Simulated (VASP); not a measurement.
A run of VASP 6.6.1 is set up as follows.

File INCAR:

```
PREC = Accurate ; ENCUT = 500
EDIFF = 1E-6 ; ISMEAR = 0
SIGMA = 0.1 ; LREAL = F
LASPH = T ; NELM = 120
ALGO = Normal ; ISIF = 2
LWAVE = F ; LCHARG = F
GGA = PE ; NBANDS = 14
GGA_COMPAT = F
```

Contents of KPOINTS:

```
Automatic mesh
0
Gamma
  6 6 6
```

The input POSCAR:

```
AlHg
1.0
    0.0000000000      3.0644834676      3.0644834676
    3.0644834676      0.0000000000      3.0644834676
    3.0644834676      3.0644834676      0.0000000000
Al Hg
1 1
Direct
    0.0000000000      0.0000000000      0.0000000000
    0.7500000000      0.7500000000      0.7500000000
```

Potentials or basis: VASP PAW PBE potentials, release 64 (Al, Hg).

The run is started by

```bash
$ cat potpaw_PBE.64/Al/POTCAR potpaw_PBE.64/Hg/POTCAR > POTCAR
$ mpirun -np 1 vasp_std > vasp.out
```

Estimate the pressure.

0.1 GPa.

What does it give for the band gap on the k mesh?

Zero (an odd number of electrons rules out a gap without spin polarisation).

Caveat: spin-orbit coupling is left out, which moves the levels of the heavy elements.
